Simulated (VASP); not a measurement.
## Mo: relaxation of cell and atoms with PBEsol

Mo:

```
Mo
1.0
     0.00000    2.76083    2.76083
     2.76083    0.00000    2.76083
     2.76083    2.76083    0.00000
Mo
2
Direct
  0.12500 0.12500 0.12500
  0.87500 0.87500 0.87500
```

```
Program                : VASP 6.6.1
Task                   : relaxation of cell and atoms
Functional             : PBEsol
Potentials or basis    : VASP PAW PBE potentials, release 64 (Mo_sv)
Cutoff                 : 600 eV
k mesh                 : 10 × 10 × 10
Occupations            : fermi-dirac, width 0.1 eV
Spin                   : no spin polarisation
Dipole correction      : no
Further INCAR settings : ALGO = Normal; EDIFF = 1e-06; IBRION = 2; EDIFFG = -0.01; NSW = 80; ISIF = 3
```

```
Relaxed volume                         : 22.18 Å³/atom
Relaxed cell                           : a = 3.974 Å, b = 3.974 Å, c = 3.974 Å, α = 60.00°, β = 60.00°, γ = 60.00°
Space group after relaxing (to 0.05 Å) : Fd-3m (No. 227)
Energy gained by relaxing              : 23.6 meV/atom
Ionic steps                            : 4
Pressure after relaxing                : 0.0 GPa
Band gap on the k mesh                 : zero (band 14 reaches 7.38 eV, above the bottom of band 15 at 6.91 eV)
```

Step by step:
```csv
step,energy change (eV),largest force (eV/Å),pressure (GPa),volume (Å³)
1,0.0000,0.0000,6.91,42.09
2,0.0415,0.0000,-7.62,47.86
3,-0.0471,0.0000,-0.12,44.41
4,-0.0471,0.0000,-0.03,44.37
```

Final structure:
```yaml
crystal:
  lattice:
    - [0.00000, 2.80980, 2.80980]
    - [2.80980, 0.00000, 2.80980]
    - [2.80980, 2.80980, 0.00000]
  atoms:
    - { symbol: Mo, position: [0.12500, 0.12500, 0.12500] }
    - { symbol: Mo, position: [0.87500, 0.87500, 0.87500] }
```

Levels at points of the mesh, in eV from the Fermi level:
```csv
k point,band 11,band 12,band 13,band 14,band 15,band 16,band 17,band 18
"(0.00, 0.00, 0.00)",-2.34,-1.36,-1.36,-1.36,1.36,1.36,1.36,4.57
"(0.50, 0.00, 0.00)",-2.08,-2.08,-1.65,-1.65,0.39,2.39,2.39,3.81
"(0.50, 0.50, 0.00)",-1.60,-1.60,0.05,0.05,0.56,0.56,4.13,4.13
```

It took 79 s on 1 thread of Intel(R) Xeon(R) Platinum 8375C CPU @ 2.90GHz (Ice Lake), on a shared host, peak memory 0.2 GiB.

Caveat: the PAW data sets were made with another functional, which shifts forces and pressure a little.
